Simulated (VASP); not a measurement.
Crystal: La3Pb.

```
CELL_PARAMETERS angstrom
5.07332 0.00000 0.00000
0.00000 5.07332 0.00000
0.00000 0.00000 5.07332
ATOMIC_POSITIONS crystal
La 0.50000 0.50000 0.00000
La 0.00000 0.50000 0.50000
La 0.50000 0.00000 0.50000
Pb 0.00000 0.00000 0.00000
```

| Quantity | Value |
| --- | --- |
| Program | VASP 6.6.1 |
| Task | relaxation of cell and atoms |
| Functional | LDA |
| Potentials or basis | VASP PAW LDA potentials, release 64 (La, Pb_d) |
| Cutoff | 600 eV |
| k mesh | 4 × 4 × 4 |
| Occupations | methfessel-paxton, width 0.05 eV |
| Spin | no spin polarisation |

At the start: pressure -4.0 GPa; volume 32.65 Å³/atom.

Q: How do energy, volume and symmetry change on relaxing?

A: Over 3 steps the energy falls by 40.0 meV/atom and the volume is 29.69 Å³/atom (-9.0 %); space group Pm-3m (No. 221, to 0.05 Å).

The path:
```csv
step,energy change (eV),largest force (eV/Å),pressure (GPa),volume (Å³)
1,0.0000,0.0000,-4.03,130.58
2,-0.1465,0.0000,1.45,115.68
3,-0.1601,0.0000,0.01,118.78
```

Final structure:
```yaml
crystal:
  lattice:
    - [4.91559, 0.00000, 0.00000]
    - [0.00000, 4.91559, 0.00000]
    - [0.00000, 0.00000, 4.91559]
  atoms:
    - { symbol: La, position: [0.50000, 0.50000, 0.00000] }
    - { symbol: La, position: [0.00000, 0.50000, 0.50000] }
    - { symbol: La, position: [0.50000, 0.00000, 0.50000] }
    - { symbol: Pb, position: [0.00000, 0.00000, 0.00000] }
```
